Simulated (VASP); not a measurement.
Crystal: SiW.

```
W Si
1.0
     0.00000    2.62544    2.62544
     2.62544    0.00000    2.62544
     2.62544    2.62544    0.00000
W Si
1 1
Cartesian
  0.0000 0.0000 0.0000
  1.3127 1.3127 1.3127
```

| Quantity | Value |
| --- | --- |
| Program | VASP 6.6.1 |
| Task | relaxation of cell and atoms |
| Functional | PBEsol |
| Potentials or basis | VASP PAW PBE potentials, release 64 (W_sv, Si) |
| Cutoff | 600 eV |
| k mesh | 6 × 6 × 6 |
| Occupations | gaussian, width 0.1 eV |
| Spin | no spin polarisation |

At the start: pressure 24.8 GPa; volume 18.10 Å³/atom.

Task: Where does the relaxation end?

Result: Over 4 steps the energy falls by 206.9 meV/atom and the volume is 21.15 Å³/atom (+16.9 %); space group F-43m (No. 216, to 0.05 Å).

The path:
```
step  energy change (eV)  largest force (eV/Å)  pressure (GPa)  volume (Å³)
   1              0.0000                0.0000           24.83        36.19
   2              0.2770                0.0000          -17.02        52.96
   3             -0.4128                0.0000           -0.96        42.59
   4             -0.4139                0.0000           -0.17        42.30
```

Final structure:
```
CELL_PARAMETERS angstrom
0.00000 2.76546 2.76546
2.76546 0.00000 2.76546
2.76546 2.76546 0.00000
ATOMIC_POSITIONS crystal
W 0.00000 0.00000 0.00000
Si 0.25000 0.25000 0.25000
```

Caveat: the volume moved by over 15 % at a fixed basis, so the end points are rough; the PAW data sets were made with another functional, which shifts forces and pressure a little.
